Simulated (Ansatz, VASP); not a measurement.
## Rb in VASP and in Ansatz

INCAR

```
PREC = Accurate
ENCUT = 520
EDIFF = 1E-6
ISMEAR = 0
SIGMA = 0.15
LREAL = False
LASPH = True
NELM = 60
ALGO = Fast
ISIF = 2
LWAVE = False
LCHARG = False
GGA = PS
NBANDS = 10
```

File KPOINTS:

```
regular mesh
0
Gamma
  14 14 14
```

The input POSCAR:

```
Rb
1.0
   -3.1103122477      2.8140920337      2.8140920337
    2.8140920337     -3.1103122477      2.8140920337
    2.8140920337      2.8140920337     -3.1103122477
Rb
1
Direct
    0.0000000000      0.0000000000      0.0000000000
```

Input for Ansatz:

```yaml
crystal:
  lattice:
    - [-3.1103122477, 2.8140920337, 2.8140920337]
    - [2.8140920337, -3.1103122477, 2.8140920337]
    - [2.8140920337, 2.8140920337, -3.1103122477]
  atoms:
    - { symbol: Rb, position: [0.0, 0.0, 0.0] }
basis:
  ecutwfc: 420
kpoints:
  mp_grid: { grid: [14, 14, 14] }
hamiltonian:
  xc: pbesol
scf:
  occupations: { method: gaussian, width: 0.15 }
output:
  forces: true
  stress: true
  eigenvalues: true
```

Alike in both runs: task single point; functional PBEsol; k mesh 14 × 14 × 14; occupations gaussian, width 0.15 eV; no spin polarisation.

```csv
,VASP,Ansatz
version,VASP 6.6.1,Ansatz 0.2.0
potentials or method,"VASP PAW PBE potentials, release 64 (Rb_sv), cutoff 520 eV","scalar-relativistic, plane waves, PAW"
valence electrons in the cell,9,9
```

|  | VASP | Ansatz | Ansatz less VASP |
| --- | --- | --- | --- |
| gap on the k mesh at the Fermi level (eV) | none | none | - |
| pressure (GPa) | 0.0 | 0.0 | 0.00 |
| traceless stress, the component that is largest in VASP (GPa) | 0.28 | 0.28 | 0.000 |

VASP's potentials were made for PBE, not for PBEsol. A gap of «none» marks a metal or a gap that the smearing closes.
